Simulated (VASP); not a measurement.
Crystal: FeO (Wuestite).

```xyz
2
Lattice="1.5188 0.8769 2.5196 -1.5188 0.8769 2.5196 0.0000 -1.7538 2.5196" Properties=species:S:1:pos:R:3 pbc="T T T"
Fe    0.0000    0.0000    0.0000
O     0.0000    0.0000    3.7794
```

Base run:

| Quantity | Value |
| --- | --- |
| Program | VASP 6.6.1 |
| Functional | RPBE |
| Potentials or basis | VASP PAW PBE potentials, release 64 (Fe, O) |
| Cutoff | 520 eV |
| k mesh | 11 × 11 × 11 |
| Occupations | gaussian, width 0.1 eV |
| Spin | collinear spin, ferromagnetic start |
| Starting moments | [3.0, 0.0] μB |

Its results: band gap on the k mesh zero (filled and empty bands overlap); pressure 4.3 GPa; net moment 4.00 μB per cell; site moments Fe +3.63; O +0.30 μB.

The run is repeated on the same cell with these changes: functional from RPBE to PBE; occupations from gaussian, width 0.1 eV to gaussian, width 0.029 eV. What comes out?

Band gap on the k mesh zero (filled and empty bands overlap); pressure -1.2 GPa; net moment 4.00 μB per cell; site moments Fe +3.62; O +0.30 μB.

Caveats: a cell with one magnetic atom can't hold antiferromagnetic order, which such compounds often take; semilocal functionals often make such compounds metallic where correlation or magnetic order opens a gap, which also shifts bond lengths; the PAW data sets were made with another functional, which shifts forces and pressure a little (some runs).
